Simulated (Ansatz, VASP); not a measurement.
# Two plane-wave programs on CdS

INCAR

```
SYSTEM = CdS
  PREC = Accurate
  ENCUT = 600
  EDIFF = 1E-6
  ISMEAR = 0
  SIGMA = 0.1
  LREAL = .FALSE.
  LASPH = .TRUE.
  NELM = 80
  ALGO = Normal
  ISIF = 3
  LWAVE = .FALSE.
  LCHARG = .FALSE.
  GGA = PE
  IBRION = 2
  NSW = 90
  EDIFFG = -0.04
```

Contents of KPOINTS:

```
regular mesh
0
G
  6 6 6
  0 0 0
```

POSCAR

```
CdS
1.0
   -1.8496469400      2.0764155000      3.4140901000
    1.8496469400     -2.0764155000      3.4140901000
    1.8496469400      2.0764155000     -3.4140901000
Cd S
1 1
Direct
    0.0000000000      0.0000000000      0.0000000000
    0.5000000000      0.0000000000      0.5000000000
```

Input for Ansatz:

```yaml
crystal:
  lattice:
    - [-1.84964694, 2.0764155, 3.4140901]
    - [1.84964694, -2.0764155, 3.4140901]
    - [1.84964694, 2.0764155, -3.4140901]
  atoms:
    - { symbol: Cd, position: [0.0, 0.0, 0.0] }
    - { symbol: S, position: [0.5, 0.0, 0.5] }
basis:
  ecutwfc: 420
kpoints:
  mp_grid: { grid: [6, 6, 6] }
hamiltonian:
  xc: pbe
scf:
  occupations: { method: gaussian, width: 0.1 }
  lower_state_search: "off"
output:
  forces: true
  stress: true
  eigenvalues: true
relax:
  adjacent_minimum: "off"
  f_tol: 0.04
  max_steps: 70
  cell: { stress_tol: 0.4 }
```

Alike in both runs: task relaxation of cell and atoms; functional PBE; k mesh 6 × 6 × 6; occupations gaussian, width 0.1 eV; no spin polarisation.

|  | VASP | Ansatz |
| --- | --- | --- |
| version | VASP 6.6.1 | Ansatz 0.2.0 |
| potentials or method | VASP PAW PBE potentials, release 64 (Cd, S), cutoff 600 eV | scalar-relativistic, plane waves, PAW |
| valence electrons in the cell | 18 | 26 |

Ansatz gave:

| Property | Result |
| --- | --- |
| gap on the k mesh at the Fermi level, each at its own relaxed structure (eV) | 0.24 |
| relaxed volume (Å³/atom) | 20.73 |
| relaxed cell length with the largest relative difference (Å) | 3.883 |

Problem. Which values does VASP return?

Solution. gap on the k mesh at the Fermi level, each at its own relaxed structure (eV): 0.22; relaxed volume (Å³/atom): 20.85; relaxed cell length with the largest relative difference (Å): 3.889.

VASP's potentials hold 18 valence electrons a cell and Ansatz's 26, so a difference there can come from the potentials and not from the codes.

Noted on VASP's run: the volume moved by over 15 % at a fixed basis, so the end points are rough.
